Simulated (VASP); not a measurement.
A run of VASP 6.6.1 is set up as follows.

INCAR

```
PREC = Accurate
ENCUT = 600
EDIFF = 1E-6
ISMEAR = -1
SIGMA = 0.15
LREAL = False
LASPH = True
NELM = 120
ALGO = Normal
ISIF = 2
LWAVE = False
LCHARG = False
NBANDS = 24
GGA_COMPAT = False
```

KPOINTS

```
regular mesh
0
Gamma
  4 4 4
```

The input POSCAR:

```
ScF3
1.0
    4.0124500000      0.0000000000      0.0000000000
    0.0000000000      4.0124500000      0.0000000000
    0.0000000000      0.0000000000      4.0124500000
Sc F
1 3
Direct
    0.0000000000      0.0000000000      0.0000000000
    0.5000000000      0.0000000000      0.0000000000
    0.0000000000      0.5000000000      0.0000000000
    0.0000000000      0.0000000000      0.5000000000
```

Potentials or basis: VASP PAW LDA potentials, release 64 (Sc_sv, F).

The run is started by

```sh
$ cat potpaw_LDA.64/Sc_sv/POTCAR potpaw_LDA.64/F/POTCAR > POTCAR
$ mpirun -np 1 vasp_std > vasp.out
```

Q: What does it give for the pressure?

A: -2.4 GPa.

Q: Predict the band gap on the k mesh.

A: 6.19 eV, indirect (least direct gap 6.72 eV).

A k mesh can miss the band edges. Expect the measured gap to be larger: semilocal functionals such as LDA lack the derivative discontinuity.
